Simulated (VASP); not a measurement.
A run of VASP 6.6.1 is set up as follows.

Contents of INCAR:

```
SYSTEM = Si
PREC = Accurate
ENCUT = 520
EDIFF = 1E-6
ISMEAR = 0
SIGMA = 0.03
LREAL = .FALSE.
LASPH = .TRUE.
NELM = 60
ALGO = Normal
ISIF = 2
LWAVE = .FALSE.
LCHARG = .FALSE.
GGA = CA
NBANDS = 16
```

The input KPOINTS:

```
regular mesh
0
G
  10 10 10
  0 0 0
```

Contents of POSCAR:

```
Si
1.0
   -3.4003100133      3.4003100133      1.8797394730
    3.4003100133     -3.4003100133      1.8797394730
    3.4003100133      3.4003100133     -1.8797394730
Si
4
Direct
    0.1788433299      0.1788433299      0.3576866598
    0.8211566701      0.8211566701      0.6423133402
    0.1788433299      0.8211566701      0.0000000000
    0.8211566701      0.1788433299      0.0000000000
```

Potentials or basis: VASP PAW LDA potentials, release 64 (Si).

Run with:

```console
$ cat potpaw_LDA.64/Si/POTCAR > POTCAR
$ mpirun -np 1 vasp_std > vasp.out
```

(1) Estimate the pressure.

(2) Predict the band gap on the k mesh.

## Answers

(1) -3.2 GPa.

(2) 0.29 eV, indirect (least direct gap 0.84 eV).

Caveat: the cell differs from its parent crystal (strain +0.030 along x and y, -0.015 along z).
